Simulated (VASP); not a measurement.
# TiAl (P4/mmm) in VASP: notebook

The runs below take TiAl through relaxation of cell and atoms, with r2SCAN.

Program: VASP 6.6.1. These are calculated values, not measurements. Logs are shortened: lines on timing, memory, paths and dates and some standing lists are left out, and cuts for length are marked.

**1. The cell of the first run**

The structure is tetragonal, space group P4/mmm (No. 123). Conventional cell: a = 2.690 Å, b = 2.690 Å, c = 3.891 Å, α = 90.00°, β = 90.00°, γ = 90.00°. Ti (site symmetry 4/mmm) has 4 Ti at 2.69 Å and 8 Al at 2.72 Å within 3.5 Å. Al (site symmetry 4/mmm) has 4 Al at 2.69 Å and 8 Ti at 2.72 Å within 3.5 Å.

**2. Relaxation of cell and atoms, r2SCAN, target pressure 20 GPa, at which the enthalpy is minimised**

POSCAR reads:

```
TiAl
1.0
    2.6902275215      0.0000000000      0.0000000000
    0.0000000000      2.6902275215      0.0000000000
    0.0000000000      0.0000000000      3.8912937512
Ti Al
1 1
Direct
    0.5000000000      0.5000000000      0.5000000000
    0.0000000000      0.0000000000      0.0000000000
```

INCAR.step1 reads:

```
SYSTEM = TiAl
  PREC = Accurate
  ENCUT = 600
  ISMEAR = 0
  SIGMA = 0.1
  LREAL = .FALSE.
  LASPH = .TRUE.
  NELM = 100
  GGA = PE
  ALGO = Normal
  EDIFF = 1E-4
  LWAVE = .TRUE.
  LCHARG = .FALSE.
```

INCAR.step2 reads:

```
SYSTEM = TiAl
  PREC = Accurate
  ENCUT = 600
  EDIFF = 1E-6
  ISMEAR = 0
  SIGMA = 0.1
  LREAL = .FALSE.
  LASPH = .TRUE.
  NELM = 100
  ALGO = Normal
  ISIF = 3
  LWAVE = .FALSE.
  LCHARG = .FALSE.
  METAGGA = R2SCAN
  LMIXTAU = .TRUE.
  IBRION = 2
  NSW = 70
  EDIFFG = -0.008
  PSTRESS = 200.0
  ISTART = 1
```

KPOINTS reads:

```
Automatic mesh
0
G
  14 14 10
  0 0 0
```

Potentials or basis: VASP PAW PBE potentials, release 64 (Ti_sv, Al).

Command:

```bash
$ cat potpaw_PBE.64/Ti_sv/POTCAR potpaw_PBE.64/Al/POTCAR > POTCAR
$ cp INCAR.step1 INCAR
$ mpirun -np 1 vasp_std > vasp.out
$ cp INCAR.step2 INCAR
$ mpirun -np 1 vasp_std > vasp.out
```

OUTCAR:

```text
SYSTEM = TiAl
   PREC = Accurate
   ENCUT = 600
   EDIFF = 1E-6
   ISMEAR = 0
   LREAL = .FALSE.
   LASPH = .TRUE.
   NELM = 100
   ISIF = 3
   METAGGA = R2SCAN
   IBRION = 2
   NSW = 70
   EDIFFG = -0.008
   PSTRESS = 200.0
   ISTART = 1

 ion  position               nearest neighbor table
   1  0.500  0.500  0.500-   2 2.72   2 2.72   2 2.72   2 2.72   2 2.72   2 2.72   2 2.72   2 2.72

   2  0.000  0.000  0.000-   1 2.72   1 2.72   1 2.72   1 2.72   1 2.72   1 2.72   1 2.72   1 2.72

  LATTYP: Found a simple tetragonal cell.
 ALAT       =     2.6902275215
 C/A-ratio  =     1.4464552608

  Lattice vectors:

 A1 = (   2.6902275215,   0.0000000000,   0.0000000000)
 A2 = (   0.0000000000,   2.6902275215,   0.0000000000)
 A3 = (   0.0000000000,   0.0000000000,   3.8912937512)

Analysis of symmetry for initial positions (statically):
=====================================================================
 Subroutine PRICEL returns:
 Original cell was already a primitive cell.

 Routine SETGRP: Setting up the symmetry group for a
 simple tetragonal supercell.

 Subroutine GETGRP returns: Found 16 space group operations
 (whereof 16 operations were pure point group operations)
 out of a pool of 16 trial point group operations.

The static configuration has the point symmetry D_4h.

Analysis of symmetry for dynamics (positions and initial velocities):
=====================================================================
 Subroutine PRICEL returns:
 Original cell was already a primitive cell.

 Routine SETGRP: Setting up the symmetry group for a
 simple tetragonal supercell.

 Subroutine GETGRP returns: Found 16 space group operations
 (whereof 16 operations were pure point group operations)
 out of a pool of 16 trial point group operations.

The dynamic configuration has the point symmetry D_4h.

 Subroutine INISYM returns: Found 16 space group operations
 (whereof 16 operations are pure point group operations),
 and found     1 'primitive' translations

----------------------------------------------------------------------------------------

                                     Primitive cell

  volume of cell :      28.1626

  direct lattice vectors                    reciprocal lattice vectors
     2.690227522  0.000000000  0.000000000     0.371715772  0.000000000  0.000000000
     0.000000000  2.690227522  0.000000000     0.000000000  0.371715772  0.000000000
     0.000000000  0.000000000  3.891293751     0.000000000  0.000000000  0.256983940

  length of vectors
     2.690227522  2.690227522  3.891293751     0.371715772  0.371715772  0.256983940

  position of ions in fractional coordinates (direct lattice)
     0.500000000  0.500000000  0.500000000
     0.000000000  0.000000000  0.000000000

  ion indices of the primitive-cell ions
   primitive index   ion index
                 1           1
                 2           2

----------------------------------------------------------------------------------------

 KPOINTS: Automatic mesh

Automatic generation of k-mesh.
 Grid dimensions read from file:
 generate k-points for:   14   14   10

 Generating k-lattice:

  Cartesian coordinates                     Fractional coordinates (reciprocal lattice)
     0.026551127  0.000000000  0.000000000     0.071428571  0.000000000  0.000000000
     0.000000000  0.026551127  0.000000000     0.000000000  0.071428571  0.000000000
     0.000000000  0.000000000  0.025698394     0.000000000  0.000000000  0.100000000

  Length of vectors
     0.026551127  0.026551127  0.025698394

  Shift w.r.t. Gamma in fractional coordinates (k-lattice)
     0.000000000  0.000000000  0.000000000

 Subroutine IBZKPT returns following result:
 ===========================================

 Found    216 irreducible k-points:

 Following reciprocal coordinates:
            Coordinates               Weight
  0.000000  0.000000  0.000000      1.000000
  0.071429  0.000000  0.000000      4.000000
  0.142857  0.000000  0.000000      4.000000
  0.214286  0.000000  0.000000      4.000000
  0.285714  0.000000  0.000000      4.000000
  0.357143  0.000000  0.000000      4.000000
[... 16 lines left out ...]
  0.285714  0.214286  0.000000      8.000000
  0.357143  0.214286  0.000000      8.000000
 [... further k-points ...]
   k-points           NKPTS =    216   k-points in BZ     NKDIM =    216   number of bands    NBANDS=     11
   number of dos      NEDOS =    301   number of ions     NIONS =      2
   total plane-waves  NPLWV =  18432
   dimension x,y,z NGX =    24 NGY =   24 NGZ =   32
   dimension x,y,z NGXF=    48 NGYF=   48 NGZF=   64
   ions per type =               1   1
   NGX,Y,Z   is equivalent  to a cutoff of  14.83, 14.83, 13.67 a.u.
   NGXF,Y,Z  is equivalent  to a cutoff of  29.66, 29.66, 27.34 a.u.
 SYSTEM =  TiAl
   PREC   = accura    normal or accurate (medium, high low for compatibility)
   ISTART =      1    job   : 0-new  1-cont  2-samecut
   ICHARG =      0    charge: 1-file 2-atom 10-const
   ISPIN  =      1    spin polarized calculation?
   LNONCOLLINEAR =      F non collinear calculations
   LSORBIT =      F    spin-orbit coupling
   LASPH  =      T    aspherical Exc in radial PAW
   ENCUT  =  600.0 eV  44.10 Ry    6.64 a.u.   5.37  5.37  7.77*2*pi/ulx,y,z
   NELM   =    100;   NELMIN=  2; NELMDL=  0     # of ELM steps
   EDIFF  = 0.1E-05   stopping-criterion for ELM
   LREAL  =      F    real-space projection
   EDIFFG = -.8E-02   stopping-criterion for IOM
   NSW    =     70    number of steps for IOM
   IBRION =      2    ionic relax: 0-MD 1-quasi-New 2-CG
   NFREE  =      1    steps in history (QN), initial steepest desc. (CG)
   ISIF   =      3    stress and relaxation
   ISYM   =      2    0-nonsym 1-usesym 2-fastsym
   POTIM  = 0.5000    time-step for ionic-motion
   TEBEG  =    0.0;   TEEND  =   0.0 temperature during run
   PSTRESS=  200.0 pullay stress
   NELECT =      15.0000    total number of electrons
   NUPDOWN=      -1.0000    fix difference up-down
   EMIN   =  10.00;   EMAX   =-10.00  energy-range for DOS
   EFERMI =   0.00;   METHOD = LEGACY
   ISMEAR =     0;   SIGMA  =   0.10  broadening in eV -4-tet -1-fermi 0-gaus
   EFERMI_NEDOS =   21; number of points for ismear=-14 and -15
   IALGO  =     38    algorithm
   IMIX   =      4    mixing-type and parameters
     AMIX     =   0.40;   BMIX     =  1.00
     AMIX_MAG =   1.60;   BMIX_MAG =  1.00
  volume/ion in A,a.u.               =      14.08        95.03
  Fermi-wavevector in a.u.,A,eV,Ry     =   1.327032  2.507726 23.960032  1.761013
  Thomas-Fermi vector in A             =   2.456374
   LORBIT       =      0    0 simple, 1 ext, 2 COOP (PROOUT), +10 PAW based schemes
   METAGGA = R2SCAN    functional components
   LHFCALC =     F    Hartree Fock is set to
   AEXX    =    0.0000 exact exchange contribution
   IVDW    =     0    specifies the selected vdW correction
   LEPSILON=     F    determine dielectric tensor
   LRPA    =     F    only Hartree local field effects (RPA)
 conjugate gradient relaxation of ions
 non-spin polarized calculation
 Gauss-broadening in eV      SIGMA  =   0.10
  energy-cutoff  :      600.00
  volume of cell :       28.16
 maximum number of plane-waves:       959
 NGX is ok and might be reduce to    24
   NGX = 11   NGY = 11   NGZ = 15

--------------------------------------- Ionic step        1  -------------------------------------------

 number of electron      15.0000002 magnetization

 Free energy of the ion-electron system (eV)
  ---------------------------------------------------
  ext. energy  EPLUGINS =         0.00000000
  ---------------------------------------------------
  free energy    TOTEN  =       -20.36261426 eV

  energy without entropy =      -20.35632129  energy(sigma->0) =      -20.35946778

------------------------ aborting loop because EDIFF is reached ----------------------------------------

  FORCE on cell =-STRESS in cart. coord.  units (eV):
  Direction    XX          YY          ZZ          XY          YZ          ZX
  --------------------------------------------------------------------------------------
  -------------------------------------------------------------------------------------
  Total        3.6323993      3.6323993      3.6272408      0.0000000      0.0000000      0.0000000
  in kB      206.6484401    206.6484401    206.3549670      0.0000000      0.0000000      0.0000000
  external PRESSURE =       6.5506158 kB  Pullay stress =     200.0000000 kB
[... 99 lines left out ...]
  enthalpy is  TOTEN    =       -16.8472777951 eV   P V=        3.5275339720

--------------------------------------- Ionic step        4  -------------------------------------------

 number of electron      15.0000002 magnetization

 Free energy of the ion-electron system (eV)
  ---------------------------------------------------
  ext. energy  EPLUGINS =         0.00000000
  ---------------------------------------------------
  free energy    TOTEN  =       -20.37288010 eV

  energy without entropy =      -20.36656441  energy(sigma->0) =      -20.36972226

 E-fermi :   9.8398     XC(G=0): -12.5015

 val. band max:        9.8214047941   @ k =   0.5000   0.4286   0.2000
 cond. band min:       9.8512327029   @ k =   0.4286   0.1429   0.3000
 fundamental gap:      0.0298279087
 Fermi energy:         9.8398077436

 k-point     1 :       0.0000    0.0000    0.0000
  band No.  band energies     occupation
      1     -48.8029      2.00000
      2     -24.1983      2.00000
      3     -23.5870      2.00000
      4     -23.5870      2.00000
      5      -0.3937      2.00000
      6       7.5721      2.00000
      7       8.6741      2.00000
      8       9.5103      2.00000
      9      12.5944      0.00000
     10      12.5944      0.00000
     11      14.1544      0.00000
[... 309 lines left out ...]
 k-point    24 :       0.3571    0.2143    0.0000
  band No.  band energies     occupation
      1     -48.6765      2.00000
      2     -24.1820      2.00000
      3     -24.0792      2.00000
      4     -23.8242      2.00000
      5       3.2730      2.00000
      6       7.8178      2.00000
      7       8.4993      2.00000
      8       9.8189      1.23224
      9      10.9956      0.00000
     10      11.5899      0.00000
     11      14.2568      0.00000

 [... further k-points ...]

------------------------ aborting loop because EDIFF is reached ----------------------------------------

  FORCE on cell =-STRESS in cart. coord.  units (eV):
  Direction    XX          YY          ZZ          XY          YZ          ZX
  --------------------------------------------------------------------------------------
  -------------------------------------------------------------------------------------
  Total        3.5409031      3.5409031      3.5361149      0.0000000     -0.0000000      0.0000000
  in kB      200.8677179    200.8677179    200.5960994      0.0000000     -0.0000000      0.0000000
  external PRESSURE =       0.7771784 kB  Pullay stress =     200.0000000 kB
[... 17 lines left out ...]
  FREE ENERGIE OF THE ION-ELECTRON SYSTEM (eV)
  ---------------------------------------------------
  free  energy   TOTEN  =       -20.3728801006 eV

  energy  without entropy=      -20.3665644140  energy(sigma->0) =      -20.36972226

  enthalpy is  TOTEN    =       -16.8472732115 eV   P V=        3.5256068891

 reached required accuracy - stopping structural energy minimisation
```

Wall time 15 min (1 thread of Intel Xeon 8259CL, shared host); peak memory 0.24 GiB.

Results:

```
Free energy                                                : -20.3729 eV
Relaxed volume                                             : 14.12 Å³/atom
Relaxed cell                                               : a = 2.693 Å, b = 2.693 Å, c = 3.895 Å, α = 90.00°, β = 90.00°, γ = 90.00°
Space group after relaxing (to 0.1 Å)                      : P4/mmm (No. 123)
Energy change on relaxing (the run minimises the enthalpy) : -5.1 meV/atom
Ionic steps                                                : 4
Pressure after relaxing                                    : 20.1 GPa
Band gap on the k mesh                                     : zero (an odd number of electrons rules out a gap without spin polarisation)
```

The path:
```
step  energy change (eV)  largest force (eV/Å)  pressure (GPa)  volume (Å³)
   1              0.0000                0.0000           20.66        28.16
   2             -0.0292                0.0000           19.10        28.40
   3             -0.0122                0.0000           19.87        28.26
   4             -0.0103                0.0000           20.08        28.24
```

Final structure:
```
Ti Al
1.0
     2.69283    0.00000    0.00000
     0.00000    2.69283    0.00000
     0.00000    0.00000    3.89490
Ti Al
1 1
Direct
  0.50000 0.50000 0.50000
  0.00000 0.00000 0.00000
```

Levels at points of the mesh, in eV from the Fermi level:
```tsv
k point	band 5	band 6	band 7	band 8	band 9	band 10	band 11
(0.00, 0.00, 0.00)	-10.23	-2.27	-1.17	-0.33	2.75	2.75	4.31
(0.50, 0.00, 0.00)	-5.29	-4.84	-2.10	-0.30	2.32	3.23	5.41
(0.50, 0.50, 0.00)	-3.72	-0.60	-0.45	-0.45	-0.34	-0.34	5.19
(0.00, 0.00, 0.50)	-8.49	-5.92	-0.94	0.86	2.33	2.33	4.33
(0.50, 0.00, 0.50)	-5.53	-3.49	-1.34	-1.20	1.80	2.37	2.92
(0.50, 0.50, 0.50)	-3.09	-2.74	-2.74	2.72	2.81	3.00	4.93
```

Caveat: the cell is relaxed towards a set pressure, so the run minimises the enthalpy, not the energy; the PAW data sets were made with another functional, which shifts forces and pressure a little.

[end of part 1 of 2]

The gap in the log of VASP goes by the Fermi energy; the results here count the filled bands.